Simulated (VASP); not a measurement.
# MnHg (Pm-3m) in VASP: further runs

Aim: see how the results for MnHg move with the level of theory and the settings. Levels: LDA, PBE. Tasks: single point.

Everything below comes from runs of VASP 6.6.1. Logs are shortened: lines on timing, memory, paths and dates and some standing lists are left out, and cuts for length are marked.

### 1 The cell of the first run

Symmetry: Pm-3m, No. 221, cubic system. The conventional cell has a = 3.315 Å, b = 3.315 Å, c = 3.315 Å, α = 90.00°, β = 90.00°, γ = 90.00°. Within 3.8 Å of Hg (site symmetry m-3m) lie 8 Mn at 2.87 Å and 6 Hg at 3.31 Å. Mn (site symmetry m-3m) has 8 Hg at 2.87 Å and 6 Mn at 3.31 to 3.32 Å within 3.8 Å.

### 2 Single point, LDA, collinear spin, ferromagnetic start

File INCAR:

```
SYSTEM = MnHg
  PREC = Accurate
  ENCUT = 600
  EDIFF = 1E-6
  ISMEAR = 0
  SIGMA = 0.02
  LREAL = .FALSE.
  LASPH = .TRUE.
  NELM = 200
  ALGO = Normal
  ISIF = 2
  LWAVE = .FALSE.
  LCHARG = .FALSE.
  ISPIN = 2
  MAGMOM = 0 4
  LORBIT = 11
  LMAXMIX = 4
  GGA = CA
  NBANDS = 28
  GGA_COMPAT = .FALSE.
```

File KPOINTS:

```
regular mesh
0
G
  8 8 8
  0 0 0
```

File POSCAR:

```
MnHg
1.0
    3.3150000000      0.0000000000      0.0000000000
    0.0000000000      3.3150000000      0.0000000000
    0.0000000000      0.0000000000      3.3150000000
Hg Mn
1 1
Direct
    0.0000000000      0.0000000000      0.0000000000
    0.5000000000      0.5000000000      0.5000000000
```

Potentials or basis: VASP PAW LDA potentials, release 64 (Hg_sv_GW, Mn_sv).

Command:

```
cat potpaw_LDA.64/Hg_sv_GW/POTCAR potpaw_LDA.64/Mn_sv/POTCAR > POTCAR
mpirun -np 1 vasp_std > vasp.out
```

OUTCAR:

```text
SYSTEM = MnHg
   PREC = Accurate
   ENCUT = 600
   EDIFF = 1E-6
   ISMEAR = 0
   LREAL = .FALSE.
   LASPH = .TRUE.
   NELM = 200
   ISIF = 2
   ISPIN = 2
   LORBIT = 11
   GGA = CA

 ion  position               nearest neighbor table
   1  0.000  0.000  0.000-   2 2.87   2 2.87   2 2.87   2 2.87   2 2.87   2 2.87   2 2.87   2 2.87

   2  0.500  0.500  0.500-   1 2.87   1 2.87   1 2.87   1 2.87   1 2.87   1 2.87   1 2.87   1 2.87

  LATTYP: Found a simple cubic cell.
 ALAT       =     3.3150000000

  Lattice vectors:

 A1 = (   3.3150000000,   0.0000000000,   0.0000000000)
 A2 = (   0.0000000000,   3.3150000000,   0.0000000000)
 A3 = (   0.0000000000,   0.0000000000,   3.3150000000)

Analysis of symmetry for initial positions (statically):
=====================================================================
 Subroutine PRICEL returns:
 Original cell was already a primitive cell.

 Routine SETGRP: Setting up the symmetry group for a
 simple cubic supercell.

 Subroutine GETGRP returns: Found 48 space group operations
 (whereof 48 operations were pure point group operations)
 out of a pool of 48 trial point group operations.

The static configuration has the point symmetry O_h .

Analysis of symmetry for dynamics (positions and initial velocities):
=====================================================================
 Subroutine PRICEL returns:
 Original cell was already a primitive cell.

 Routine SETGRP: Setting up the symmetry group for a
 simple cubic supercell.

 Subroutine GETGRP returns: Found 48 space group operations
 (whereof 48 operations were pure point group operations)
 out of a pool of 48 trial point group operations.

The dynamic configuration has the point symmetry O_h .

Analysis of structural, dynamic, and magnetic symmetry:
=====================================================================
 Subroutine PRICEL returns:
 Original cell was already a primitive cell.

 Routine SETGRP: Setting up the symmetry group for a
 simple cubic supercell.

 Subroutine GETGRP returns: Found 48 space group operations
 (whereof 48 operations were pure point group operations)
 out of a pool of 48 trial point group operations.

The overall configuration has the point symmetry O_h .

 Subroutine INISYM returns: Found 48 space group operations
 (whereof 48 operations are pure point group operations),
[... 116 lines left out ...]
     AMIX_MAG =   1.60;   BMIX_MAG =  1.00
  volume/ion in A,a.u.               =      18.21       122.92
  Fermi-wavevector in a.u.,A,eV,Ry     =   1.615402  3.052667 35.504729  2.609524
  Thomas-Fermi vector in A             =   2.710156
   LORBIT       =     11    0 simple, 1 ext, 2 COOP (PROOUT), +10 PAW based schemes
   GGA     = CA    functional components
   LHFCALC =     F    Hartree Fock is set to
   AEXX    =    0.0000 exact exchange contribution
   IVDW    =     0    specifies the selected vdW correction
   LEPSILON=     F    determine dielectric tensor
   LRPA    =     F    only Hartree local field effects (RPA)
 spin polarized calculation
 Gauss-broadening in eV      SIGMA  =   0.02
  energy-cutoff  :      600.00
  volume of cell :       36.43
 maximum number of plane-waves:      1236
 NGX is ok and might be reduce to    28
   NGX = 13   NGY = 13   NGZ = 13

 number of electron      35.0000025 magnetization       3.7225150

 Free energy of the ion-electron system (eV)
  ---------------------------------------------------
  ext. energy  EPLUGINS =         0.00000000
  ---------------------------------------------------
  free energy    TOTEN  =        -9.93539008 eV

  energy without entropy =       -9.93492055  energy(sigma->0) =       -9.93515532

 E-fermi :   8.1461     XC(G=0): -12.3794

 val. band max:        8.1412846287   @ k =   0.3750   0.1250   0.0000
 cond. band min:       8.1587990024   @ k =   0.5000   0.2500   0.1250
 fundamental gap:      0.0175143737
 Fermi energy:         8.1460511866

 spin component 1

 k-point     1 :       0.0000    0.0000    0.0000
  band No.  band energies     occupation
      1    -106.8451      1.00000
      2     -71.8971      1.00000
      3     -55.4297      1.00000
      4     -55.4297      1.00000
      5     -55.4297      1.00000
      6     -41.1193      1.00000
[... 733 lines left out ...]
     27      25.8677      0.00000
     28      25.9704      0.00000

 [... further k-points ...]

 spin component 2

 k-point     1 :       0.0000    0.0000    0.0000
  band No.  band energies     occupation
      1    -106.8256      1.00000
      2     -68.2494      1.00000
      3     -55.4095      1.00000
      4     -55.4095      1.00000
      5     -55.4095      1.00000
      6     -37.5713      1.00000
[... 733 lines left out ...]
     27      26.4204      0.00000
     28      26.5888      0.00000

 [... further k-points ...]

------------------------ aborting loop because EDIFF is reached ----------------------------------------

  FORCE on cell =-STRESS in cart. coord.  units (eV):
  Direction    XX          YY          ZZ          XY          YZ          ZX
  --------------------------------------------------------------------------------------
  -------------------------------------------------------------------------------------
  Total       -2.4952091     -2.4952091     -2.4952091      0.0000000      0.0000000     -0.0000000
  in kB     -109.7404996   -109.7404996   -109.7404996      0.0000000      0.0000000     -0.0000000
  external PRESSURE =    -109.7404996 kB  Pullay stress =       0.0000000 kB

 VOLUME and BASIS-vectors are now :
 -----------------------------------------------------------------------------
  energy-cutoff  :      600.00
  volume of cell :       36.43
      direct lattice vectors                 reciprocal lattice vectors
     3.315000000  0.000000000  0.000000000     0.301659125  0.000000000  0.000000000
     0.000000000  3.315000000  0.000000000     0.000000000  0.301659125  0.000000000
     0.000000000  0.000000000  3.315000000     0.000000000  0.000000000  0.301659125

 POSITION                                       TOTAL-FORCE (eV/Angst)
 -----------------------------------------------------------------------------------
      0.00000      0.00000      0.00000         0.000000      0.000000      0.000000
      1.65750      1.65750      1.65750         0.000000      0.000000      0.000000
 -----------------------------------------------------------------------------------
    total drift:                                0.000000      0.000000      0.000000

  FREE ENERGIE OF THE ION-ELECTRON SYSTEM (eV)
  ---------------------------------------------------
  free  energy   TOTEN  =        -9.9353900837 eV

  energy  without entropy=       -9.9349205501  energy(sigma->0) =       -9.93515532

 total charge

# of ion       s       p       d       f       tot
--------------------------------------------------
    1        2.569   6.539   8.787   0.009  17.904
    2        2.145   6.005   4.698   0.000  12.847
--------------------------------------------------
tot          4.714  12.543  13.485   0.009  30.751

 magnetization (x)

# of ion       s       p       d       f       tot
--------------------------------------------------
    1       -0.030  -0.063   0.044   0.003  -0.046
    2        0.013   0.006   3.443   0.000   3.462
--------------------------------------------------
tot         -0.017  -0.057   3.487   0.003   3.417
```

It took 45 s on 1 thread of AMD EPYC 9R45 (Zen 5), shared host; peak memory 0.18 GiB.

Results:

- Free energy: -9.9354 eV
- Pressure: -11.0 GPa
- Net moment: 3.72 μB per cell
- Site moments: Hg -0.05; Mn +3.46 μB
- Valence electrons inside the program's atomic spheres: Hg 17.90; Mn 12.85

Levels at points of the mesh, in eV from the Fermi level:
Spin up:
```tsv
k point	band 16	band 17	band 18	band 19	band 20	band 21	band 22	band 23
(0.00, 0.00, 0.00)	-2.48	-1.63	-1.63	-1.63	4.94	4.94	4.94	8.78
(0.50, 0.00, 0.00)	-2.85	-2.36	-2.36	-1.85	-1.13	10.09	10.09	10.80
(0.50, 0.50, 0.00)	-1.66	-1.66	-1.53	-1.52	-1.52	0.91	3.17	11.66
(0.50, 0.50, 0.50)	-3.39	-1.51	-1.51	0.48	4.29	4.29	4.29	4.62
```
Spin down:
| k point | band 13 | band 14 | band 15 | band 16 | band 17 | band 18 | band 19 | band 20 |
| --- | --- | --- | --- | --- | --- | --- | --- | --- |
| (0.00, 0.00, 0.00) | -6.90 | -6.90 | 0.22 | 0.22 | 1.42 | 1.42 | 1.42 | 5.34 |
| (0.50, 0.00, 0.00) | -6.79 | -4.81 | -4.31 | -0.15 | 0.38 | 0.38 | 1.22 | 1.90 |
| (0.50, 0.50, 0.00) | -6.34 | -3.37 | -1.21 | -1.21 | 0.40 | 1.26 | 1.26 | 1.74 |
| (0.50, 0.50, 0.50) | -6.31 | -1.50 | -1.50 | -1.50 | 0.47 | 1.77 | 1.77 | 5.70 |

Caveat: the cell stands under tension; spin-orbit coupling is left out, which moves the levels of the heavy elements.

[end of part 1 of 2]
